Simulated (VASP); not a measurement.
Write the native input for VASP 6.6.1 that does the following.

```yaml
Task: relaxation of cell and atoms
Functional: PBE
Potentials_or_basis: VASP PAW PBE potentials, release 64 (Zn, Se)
Cutoff: 600 eV
k_mesh: 14 × 14 × 14
Occupations: fermi-dirac, width 0.05 eV
Spin: no spin polarisation
Dipole_correction: no
Further_INCAR_settings: ALGO = Normal; EDIFF = 1e-06; IBRION = 2; EDIFFG = -0.005; NSW = 60; ISIF = 3
```

The structure of ZnSe (rocksalt type) lies in POSCAR:

```
ZnSe
1.0
    0.0000000000      2.4940015978      2.4940015978
    2.4940015978      0.0000000000      2.4940015978
    2.4940015978      2.4940015978      0.0000000000
Zn Se
1 1
Direct
    0.0000000000      0.0000000000      0.0000000000
    0.5000000000      0.5000000000      0.5000000000
```

One way to write it, as run:

INCAR

```
PREC = Accurate
ENCUT = 600
EDIFF = 1E-6
ISMEAR = -1
SIGMA = 0.05
LREAL = False
LASPH = True
NELM = 80
ALGO = Normal
ISIF = 3
LWAVE = False
LCHARG = False
GGA = PE
IBRION = 2
NSW = 60
EDIFFG = -0.005
```

KPOINTS

```
Automatic mesh
0
Gamma
  14 14 14
```

Potentials or basis: VASP PAW PBE potentials, release 64 (Zn, Se).

Launch:

```sh
$ cat potpaw_PBE.64/Zn/POTCAR potpaw_PBE.64/Se/POTCAR > POTCAR
$ mpirun -np 1 vasp_std > vasp.out
```

Results of the run:

```json
{
  "Relaxed volume": "19.38 Å³/atom",
  "Relaxed cell": "a = 3.799 Å, b = 3.799 Å, c = 3.799 Å, α = 60.00°, β = 60.00°, γ = 60.00°",
  "Space group after relaxing (to 0.05 Å)": "Fm-3m (No. 225)",
  "Energy gained by relaxing": "257.8 meV/atom",
  "Ionic steps": "6",
  "Pressure after relaxing": "0.0 GPa",
  "Band gap on the k mesh": "zero (band 9 reaches 3.11 eV, above the bottom of band 10 at 2.06 eV)"
}
```

Caveat: the volume moved by over 15 % at a fixed basis, so the end points are rough.

Run time: 69 s on 1 thread of Intel(R) Xeon(R) 6975P-C (Granite Rapids), on a shared host, peak memory 0.21 GiB.
